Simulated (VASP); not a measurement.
Set up this calculation in VASP 6.6.1, as the native input.

```
Task                   : single point
Functional             : PBE
Potentials or basis    : VASP PAW PBE potentials, release 64 (Sb)
Cutoff                 : 520 eV
k mesh                 : 8 × 8 × 8
Occupations            : fermi-dirac, width 0.05 eV
Spin                   : no spin polarisation
Dipole correction      : no
Further INCAR settings : ALGO = Normal; EDIFF = 1e-07; NBANDS = 12
```

The structure of Sb lies in POSCAR:

```
Sb
1.0
    2.1893980859      1.2640495743      3.8453318242
   -2.1893980859      1.2640495743      3.8453318242
    0.0000000000     -2.5280991485      3.8453318242
Sb
2
Direct
    0.7676664740      0.7676664740      0.7676664740
    0.2323335260      0.2323335260      0.2323335260
```

One way to write it, as run:

INCAR

```
  PREC = Accurate
  ENCUT = 520
  EDIFF = 1E-7
  ISMEAR = -1
  SIGMA = 0.05
  LREAL = False
  LASPH = True
  NELM = 80
  ALGO = Normal
  ISIF = 2
  LWAVE = False
  LCHARG = False
  GGA = PE
  NBANDS = 12
```

KPOINTS

```
regular mesh
0
Gamma
  8 8 8
```

Potentials or basis: VASP PAW PBE potentials, release 64 (Sb).

Command:

```console
$ cat potpaw_PBE.64/Sb/POTCAR > POTCAR
$ mpirun -np 1 vasp_std > vasp.out
```

It gave:

The pressure is 0.0 GPa, the largest force is 0.035 eV/Å and the band gap on the k mesh is zero (band 5 reaches 6.67 eV, above the bottom of band 6 at 6.38 eV).

Caveat: spin-orbit coupling is left out, which moves the levels of the heavy elements.

Run time: 32 s on 1 thread of Intel(R) Xeon(R) Platinum 8488C (Sapphire Rapids), on a shared host, peak memory 0.22 GiB.
